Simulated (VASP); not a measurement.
# Al (Fm-3m) in VASP: notebook

The runs below take Al through single point, relaxation of volume and atoms at fixed shape, with LDA.

Everything below comes from runs of VASP 6.6.1. Logs are shortened: lines on timing, memory, paths and dates and some standing lists are left out, and cuts for length are marked.

## Step 1: The cell of the first run

It takes space group Fm-3m (No. 225, cubic). Conventional cell: a = 3.980 Å, b = 3.980 Å, c = 3.980 Å, α = 90.00°, β = 90.00°, γ = 90.00°. Al (site symmetry m-3m) has 12 Al at 2.81 Å within 3.7 Å.

## Step 2: Single point, LDA

File INCAR:

```
PREC = Accurate ; ENCUT = 520
EDIFF = 1E-6 ; ISMEAR = -1
SIGMA = 0.05 ; LREAL = F
LASPH = T ; NELM = 60
ALGO = Normal ; ISIF = 2
LWAVE = F ; LCHARG = F
NBANDS = 8
```

File KPOINTS:

```
Automatic mesh
0
Gamma
  10 10 10
```

File POSCAR:

```
Al
1.0
    2.8140258911      0.0000000000      0.0000000000
    1.4070129456      2.4370179086      0.0000000000
    1.4070129456      0.8123393029      2.2976425187
Al
1
Direct
    0.0000000000      0.0000000000      0.0000000000
```

Potentials or basis: VASP PAW LDA potentials, release 64 (Al).

Launch:

```console
cat potpaw_LDA.64/Al/POTCAR > POTCAR
mpirun -np 1 vasp_std > vasp.out
```

OUTCAR:

```text
PREC = Accurate
   ENCUT = 520
   EDIFF = 1E-6
   ISMEAR = -1
   LREAL = F
   LASPH = T
   NELM = 60
   ISIF = 2

 ion  position               nearest neighbor table
   1  0.000  0.000  0.000-

  LATTYP: Found a face centered cubic cell.
 ALAT       =     3.9796335801

  Lattice vectors:

 A1 = (   2.8140258911,   0.0000000000,   0.0000000000)
 A2 = (   1.4070129456,   2.4370179086,   0.0000000000)
 A3 = (   1.4070129456,   0.8123393029,   2.2976425187)

Analysis of symmetry for initial positions (statically):
=====================================================================
 Subroutine PRICEL returns:
 Original cell was already a primitive cell.

 Routine SETGRP: Setting up the symmetry group for a
 face centered cubic supercell.

 Subroutine GETGRP returns: Found 48 space group operations
 (whereof 48 operations were pure point group operations)
 out of a pool of 48 trial point group operations.

The static configuration has the point symmetry O_h .

Analysis of symmetry for dynamics (positions and initial velocities):
=====================================================================
 Subroutine PRICEL returns:
 Original cell was already a primitive cell.

 Routine SETGRP: Setting up the symmetry group for a
 face centered cubic supercell.

 Subroutine GETGRP returns: Found 48 space group operations
 (whereof 48 operations were pure point group operations)
 out of a pool of 48 trial point group operations.

The dynamic configuration has the point symmetry O_h .

 Subroutine INISYM returns: Found 48 space group operations
 (whereof 48 operations are pure point group operations),
 and found     1 'primitive' translations

----------------------------------------------------------------------------------------

                                     Primitive cell

  volume of cell :      15.7568

  direct lattice vectors                    reciprocal lattice vectors
     2.814025891  0.000000000  0.000000000     0.355362757 -0.205168784 -0.145076238
     1.407012946  2.437017909  0.000000000     0.000000000  0.410337567 -0.145076238
     1.407012946  0.812339303  2.297642519     0.000000000  0.000000000  0.435228715

  length of vectors
     2.814025891  2.814025891  2.814025891     0.435228715  0.435228715  0.435228715

  position of ions in fractional coordinates (direct lattice)
     0.000000000  0.000000000  0.000000000

[... 70 lines left out ...]
   LNONCOLLINEAR =      F non collinear calculations
   LSORBIT =      F    spin-orbit coupling
   LASPH  =      T    aspherical Exc in radial PAW
   ENCUT  =  520.0 eV  38.22 Ry    6.18 a.u.   5.23  5.23  5.23*2*pi/ulx,y,z
   NELM   =     60;   NELMIN=  2; NELMDL= -5     # of ELM steps
   EDIFF  = 0.1E-05   stopping-criterion for ELM
   LREAL  =      F    real-space projection
   EDIFFG = 0.1E-04   stopping-criterion for IOM
   NSW    =      0    number of steps for IOM
   IBRION =     -1    ionic relax: 0-MD 1-quasi-New 2-CG
   NFREE  =      0    steps in history (QN), initial steepest desc. (CG)
   ISIF   =      2    stress and relaxation
   ISYM   =      2    0-nonsym 1-usesym 2-fastsym
   POTIM  = 0.5000    time-step for ionic-motion
   TEBEG  =    0.0;   TEEND  =   0.0 temperature during run
   PSTRESS=    0.0 pullay stress
   NELECT =       3.0000    total number of electrons
   NUPDOWN=      -1.0000    fix difference up-down
   EMIN   =  10.00;   EMAX   =-10.00  energy-range for DOS
   EFERMI =   0.00;   METHOD = LEGACY
   ISMEAR =    -1;   SIGMA  =   0.05  broadening in eV -4-tet -1-fermi 0-gaus
   EFERMI_NEDOS =   21; number of points for ismear=-14 and -15
   IALGO  =     38    algorithm
   IMIX   =      4    mixing-type and parameters
     AMIX     =   0.40;   BMIX     =  1.00
     AMIX_MAG =   1.60;   BMIX_MAG =  1.00
  volume/ion in A,a.u.               =      15.76       106.33
  Fermi-wavevector in a.u.,A,eV,Ry     =   0.941800  1.779745 12.068202  0.886988
  Thomas-Fermi vector in A             =   2.069347
   LORBIT       =      0    0 simple, 1 ext, 2 COOP (PROOUT), +10 PAW based schemes
   GGA     = CA    functional components
   LHFCALC =     F    Hartree Fock is set to
   AEXX    =    0.0000 exact exchange contribution
   IVDW    =     0    specifies the selected vdW correction
   LEPSILON=     F    determine dielectric tensor
   LRPA    =     F    only Hartree local field effects (RPA)
 non-spin polarized calculation
  energy-cutoff  :      520.00
  volume of cell :       15.76
 maximum number of plane-waves:       444
 NGX is ok and might be reduce to    24
   NGX = 11   NGY = 11   NGZ = 11

 number of electron       3.0000000 magnetization

 Free energy of the ion-electron system (eV)
  ---------------------------------------------------
  ext. energy  EPLUGINS =         0.00000000
  ---------------------------------------------------
  free energy    TOTEN  =        -4.17513155 eV

  energy without entropy =       -4.16863638  energy(sigma->0) =       -4.17188397

 E-fermi :   8.4003     XC(G=0): -10.5163

 val. band max:        8.3882380966   @ k =  -0.4000   0.4000  -0.0000
 cond. band min:       8.4970079810   @ k =  -0.3000   0.2000  -0.0000
 fundamental gap:      0.1087698844
 Fermi energy:         8.4002951011

 k-point     1 :       0.0000    0.0000    0.0000
  band No.  band energies     occupation
      1      -3.1445      2.00000
      2      21.0989      0.00000
      3      21.0989      0.00000
      4      21.0989      0.00000
      5      22.7773      0.00000
      6      22.7773      0.00000
      7      22.7773      0.00000
      8      25.2265      0.00000
[... 243 lines left out ...]
 k-point    24 :       0.4000    0.3000    0.0000
  band No.  band energies     occupation
      1       1.5239      2.00000
      2      11.7735      0.00000
      3      12.2679      0.00000
      4      14.8880      0.00000
      5      16.2011      0.00000
      6      19.9404      0.00000
      7      30.2922      0.00000
      8      32.6118      0.00000

 [... further k-points ...]
[... 5 lines left out ...]
  --------------------------------------------------------------------------------------
  -------------------------------------------------------------------------------------
  Total        0.0067414      0.0067414      0.0067414      0.0000000      0.0000000      0.0000000
  in kB        0.6854777      0.6854777      0.6854777      0.0000000      0.0000000      0.0000000
  external PRESSURE =       0.6854777 kB  Pullay stress =       0.0000000 kB

 VOLUME and BASIS-vectors are now :
 -----------------------------------------------------------------------------
  energy-cutoff  :      520.00
  volume of cell :       15.76
      direct lattice vectors                 reciprocal lattice vectors
     2.814025891  0.000000000  0.000000000     0.355362757 -0.205168784 -0.145076238
     1.407012946  2.437017909  0.000000000     0.000000000  0.410337567 -0.145076238
     1.407012946  0.812339303  2.297642519     0.000000000  0.000000000  0.435228715

 POSITION                                       TOTAL-FORCE (eV/Angst)
 -----------------------------------------------------------------------------------
      0.00000      0.00000      0.00000        -0.000000      0.000000      0.000000
 -----------------------------------------------------------------------------------
    total drift:                                0.000000     -0.000000      0.000000

  FREE ENERGIE OF THE ION-ELECTRON SYSTEM (eV)
  ---------------------------------------------------
  free  energy   TOTEN  =        -4.1751315529 eV

  energy  without entropy=       -4.1686363807  energy(sigma->0) =       -4.17188397
```

OSZICAR:

```text
N       E                     dE             d eps       ncg     rms          rms(c)
DAV:   1    -0.287724943906E+01   -0.28772E+01   -0.96985E+02   752   0.216E+02
DAV:   2    -0.420083647307E+01   -0.13236E+01   -0.13084E+01  1056   0.190E+01
DAV:   3    -0.420578321454E+01   -0.49467E-02   -0.49463E-02   968   0.126E+00
DAV:   4    -0.420579035931E+01   -0.71448E-05   -0.71451E-05  1200   0.450E-02
DAV:   5    -0.420579036604E+01   -0.67281E-08   -0.64432E-08   920   0.793E-04    0.145E+00
DAV:   6    -0.418715520751E+01    0.18635E-01   -0.25044E-03   984   0.198E-01    0.813E-01
DAV:   7    -0.417515830822E+01    0.11997E-01   -0.62015E-03   936   0.307E-01    0.168E-01
DAV:   8    -0.417513176496E+01    0.26543E-04   -0.20277E-05  1144   0.293E-02    0.146E-02
DAV:   9    -0.417513155288E+01    0.21208E-06   -0.11970E-07   928   0.167E-03
   1 F= -.41751316E+01 E0= -.41718840E+01  d E =-.649517E-02
```

stdout:

```text
POSCAR found type information on POSCAR Al
 POSCAR found :  1 types and       1 ions
 scaLAPACK will be used
 LDA part: xc-table for (Slater(with rela. corr.)+CA(PZ))
 , standard interpolation
 POSCAR, INCAR and KPOINTS ok, starting setup
 FFT: planning ... GRIDC
 FFT: planning ... GRID_SOFT
 FFT: planning ... GRID
 WAVECAR not read
 entering main loop
```

Wall time 12 s (1 thread of AMD EPYC, shared host); peak memory 0.09 GiB.

Results:

```
Free energy : -4.1751 eV
Pressure    : 0.1 GPa
```

## Step 3: Relaxation of volume and atoms at fixed shape, LDA

This run uses another cell than the first one, of 16.60 Å³/atom, 1.054 times its volume.

File INCAR:

```
SYSTEM = Al
  ALGO = Normal
  EDIFF = 1E-6
  EDIFFG = -0.02
  ENCUT = 600
  IBRION = 2
  ISIF = 8
  ISMEAR = -1
  LASPH = .True.
  LCHARG = .False.
  LREAL = .False.
  LWAVE = .False.
  NELM = 100
  NSW = 80
  PREC = Accurate
  SIGMA = 0.05
```

File KPOINTS:

```
k-points
0
Gamma
  10 10 10
  0 0 0
```

File POSCAR:

```
Al
1.0
    2.8635070000      0.0000000000      0.0000000000
    1.4317535000      2.4798698059      0.0000000000
    1.4317535000      0.8266232686      2.3380436750
Al
1
Direct
    0.0000000000      0.0000000000      0.0000000000
```

Potentials or basis: VASP PAW LDA potentials, release 64 (Al).

Launch:

```console
cat potpaw_LDA.64/Al/POTCAR > POTCAR
mpirun -np 1 vasp_std > vasp.out
```

Wall time 12 s (1 thread of AMD EPYC, shared host); peak memory 0.09 GiB.

The run converged. Its results:

```
Free energy                            : -4.1752 eV
Relaxed volume                         : 15.74 Å³/atom
Relaxed cell                           : a = 2.813 Å, b = 2.813 Å, c = 2.813 Å, α = 60.00°, β = 60.00°, γ = 60.00°
Space group after relaxing (to 0.05 Å) : Fm-3m (No. 225)
Energy gained by relaxing              : 9.6 meV/atom
Ionic steps                            : 2
Pressure after relaxing                : 0.1 GPa
```

The path:
```
step  energy change (eV)  largest force (eV/Å)  pressure (GPa)  volume (Å³)
   1              0.0000                0.0000           -3.51        16.60
   2             -0.0096                0.0000            0.14        15.74
```

Final structure:
```
Al
1.0
     2.81324    0.00000    0.00000
     1.40662    2.43634    0.00000
     1.40662    0.81211    2.29700
Al
1
Direct
  0.00000 0.00000 0.00000
```

Levels at points of the mesh, in eV from the Fermi level:
```csv
k point,band 1,band 2,band 3,band 4,band 5
"(0.00, 0.00, 0.00)",-11.55,12.70,12.70,12.70,14.39
"(0.50, 0.00, 0.00)",-4.86,-4.58,11.53,11.53,11.61
"(0.50, 0.50, 0.00)",-3.14,-1.75,5.18,5.63,5.63
```
